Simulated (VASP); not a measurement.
VSi, 2 atoms in the cell. The structure is cubic, space group Pm-3m (No. 221). Conventional cell: a = 2.972 Å, b = 2.972 Å, c = 2.972 Å, α = 90.00°, β = 90.00°, γ = 90.00°. Within 3.4 Å of V (site symmetry m-3m) lie 8 Si at 2.57 Å and 6 V at 2.97 Å. Si (site symmetry m-3m) has 8 V at 2.57 Å and 6 Si at 2.97 Å within 3.4 Å. 

* Program: VASP 6.6.1
* Task: single point
* Functional: PBE
* Potentials or basis: VASP PAW PBE potentials, release 64 (V_sv, Si)
* Cutoff: 520 eV
* k mesh: 14 × 14 × 14
* Occupations: gaussian, width 0.1 eV
* Spin: no spin polarisation
* Dipole correction: no
* Further INCAR settings: ALGO = Normal; EDIFF = 1e-06; NBANDS = 16

Potentials or basis: VASP PAW PBE potentials, release 64 (V_sv, Si).

The run is started by

```bash
$ cat potpaw_PBE.64/V_sv/POTCAR potpaw_PBE.64/Si/POTCAR > POTCAR
$ mpirun -np 1 vasp_std > vasp.out
```

Hardware: 1 thread of Intel(R) Xeon(R) Platinum 8488C (Sapphire Rapids) (shared host).

Q: How long does it take, and how much memory?

A: Wall time 21 s on 1 thread of Intel(R) Xeon(R) Platinum 8488C (Sapphire Rapids), with other jobs on the host, peak memory 0.17 GiB. Counts: scf iterations 13, k points 120.
